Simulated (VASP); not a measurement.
Wanted: the native input for a VASP 6.6.1 run.

```yaml
Task: single point
Functional: PBE
Potentials_or_basis: VASP PAW PBE potentials, release 64 (Sc_sv)
Cutoff: 520 eV
k_mesh: 4 × 4 × 4
Occupations: gaussian, width 0.1 eV
Spin: no spin polarisation
Dipole_correction: no
Further_INCAR_settings: ALGO = Fast; EDIFF = 1e-06; NBANDS = 54
```

The structure of Sc lies in POSCAR:

```
Sc
1.0
    6.1332376800      0.0000000000      0.0000000000
    0.0000000000      6.1332376800      0.0000000000
    0.0000000000      0.0000000000      5.3112566600
Sc
8
Direct
    0.4401390300      0.7462757800      0.0000000000
    0.5598609700      0.2537242200      0.0000000000
    0.7462757800      0.5598609700      0.5000000000
    0.2537242200      0.4401390300      0.5000000000
    0.9401390300      0.7537242200      0.0000000000
    0.0598609700      0.2462757800      0.0000000000
    0.7537242200      0.0598609700      0.5000000000
    0.2462757800      0.9401390300      0.5000000000
```

These files were run (other wordings do the same):

INCAR

```
PREC = Accurate
ENCUT = 520
EDIFF = 1E-6
ISMEAR = 0
SIGMA = 0.1
LREAL = F
LASPH = T
NELM = 60
ALGO = Fast
ISIF = 2
LWAVE = F
LCHARG = F
GGA = PE
NBANDS = 54
```

KPOINTS

```
Automatic mesh
0
Gamma
  4 4 4
```

Potentials or basis: VASP PAW PBE potentials, release 64 (Sc_sv).

Command:

```sh
$ cat potpaw_PBE.64/Sc_sv/POTCAR > POTCAR
$ mpirun -np 1 vasp_std > vasp.out
```

Results of the run:

| Item | Value |
| --- | --- |
| Pressure | -0.4 GPa |
| Largest force | 0.098 eV/Å |
| Band gap on the k mesh | zero (bands 44 and 45 overlap by 0.39 eV) |

It took 5 min on 1 thread of Intel(R) Xeon(R) Platinum 8488C (Sapphire Rapids), on a shared host, peak memory 0.37 GiB.
